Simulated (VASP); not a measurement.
Wanted: the native input for a VASP 6.6.1 run.

```yaml
Task: single point
Functional: PBE
Potentials_or_basis: VASP PAW PBE potentials, release 64 (Li_sv, Pr_3, N), 4f in core
Cutoff: 750 eV
k_mesh: 12 × 12 × 4
Occupations: gaussian, width 0.1 eV
Spin: no spin polarisation
Dipole_correction: no
Mended: yes
Further_INCAR_settings: ALGO = Normal; EDIFF = 1e-06; NBANDS = 32
```

The structure of LiPr3N2 lies in POSCAR:

```
LiPr3N2
1.0
    3.6647409149      0.0000000000      0.0000000000
   -1.8323704574      3.1737587306      0.0000000000
    0.0000000000      0.0000000000     12.0974626022
Li Pr N
1 3 2
Direct
    0.0000000000      0.0000000000      0.0000000000
    0.3333333333      0.6666666667      0.2624275591
    0.6666666667      0.3333333333      0.7375724409
    0.0000000000      0.0000000000      0.5000000000
    0.3333333333      0.6666666667      0.6329563057
    0.6666666667      0.3333333333      0.3670436943
```

The cell was built from a structure type or drawn by symmetry, and may not be a known phase.

The input as run:

INCAR

```
PREC = Accurate
ENCUT = 750
EDIFF = 1E-6
ISMEAR = 0
SIGMA = 0.1
LREAL = False
LASPH = True
NELM = 200
ALGO = Normal
ISIF = 2
LWAVE = False
LCHARG = False
GGA = PE
NBANDS = 32
GGA_COMPAT = False
LMAXMIX = 6
```

KPOINTS

```
regular mesh
0
Gamma
  12 12 4
```

Potentials or basis: VASP PAW PBE potentials, release 64 (Li_sv, Pr_3, N), 4f in core.

The run is started by

```bash
$ cat potpaw_PBE.64/Li_sv/POTCAR potpaw_PBE.64/Pr_3/POTCAR potpaw_PBE.64/N/POTCAR > POTCAR
$ mpirun -np 1 vasp_std > vasp.out
```

It gave:

| Property | Result |
| --- | --- |
| Pressure | -0.1 GPa |
| Largest force | 0.011 eV/Å |
| Band gap on the k mesh | zero (bands 23 and 24 overlap by 0.64 eV) |

Caveat: spin-orbit coupling is left out, which moves the levels of the heavy elements; the 4f electrons are frozen in the core, so they carry no moment and show no levels; the run has no spin polarisation, though such a crystal can be magnetic.

Wall time 6.9 min on 1 thread of AMD EPYC 9R45 96-Core Processor (Zen 5), on a shared host, peak memory 0.65 GiB.
